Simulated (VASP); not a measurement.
Write the native input for VASP 6.6.1 that does the following.

```yaml
Task: single point
Functional: PBE
Potentials_or_basis: VASP PAW PBE potentials, release 64 (Re, B)
Cutoff: 520 eV
k_mesh: 12 × 12 × 12
Occupations: gaussian, width 0.1 eV
Spin: no spin polarisation
Dipole_correction: no
Further_INCAR_settings: ALGO = Normal; EDIFF = 1e-06; NBANDS = 20
```

The structure of Re2B3 lies in POSCAR:

```
Re2B3
1.0
    1.5194075123      0.8772303362      5.9369370958
   -1.5194075123      0.8772303362      5.9369370958
    0.0000000000     -1.7544606725      5.9369370958
Re B
2 3
Direct
    0.4117960176      0.4117960176      0.4117960176
    0.5882039824      0.5882039824      0.5882039824
    0.0000000000      0.0000000000      0.0000000000
    0.1606204291      0.1606204291      0.1606204291
    0.8393795709      0.8393795709      0.8393795709
```

These files were run (other wordings do the same):

INCAR

```
SYSTEM = Re2B3
PREC = Accurate ; ENCUT = 520
EDIFF = 1E-6 ; ISMEAR = 0
SIGMA = 0.1 ; LREAL = .FALSE.
LASPH = .TRUE. ; NELM = 80
ALGO = Normal ; ISIF = 2
LWAVE = .FALSE. ; LCHARG = .FALSE.
GGA = PE ; NBANDS = 20
```

KPOINTS

```
Automatic mesh
0
G
  12 12 12
  0 0 0
```

Potentials or basis: VASP PAW PBE potentials, release 64 (Re, B).

Command:

```sh
$ cat potpaw_PBE.64/Re/POTCAR potpaw_PBE.64/B/POTCAR > POTCAR
$ mpirun -np 1 vasp_std > vasp.out
```

It gave:

```
Pressure      : 1.7 GPa
Largest force : 0.037 eV/Å
```

Run time: 5.6 min on 1 thread of Intel(R) Xeon(R) Platinum 8488C (Sapphire Rapids), on a shared host, peak memory 0.43 GiB.
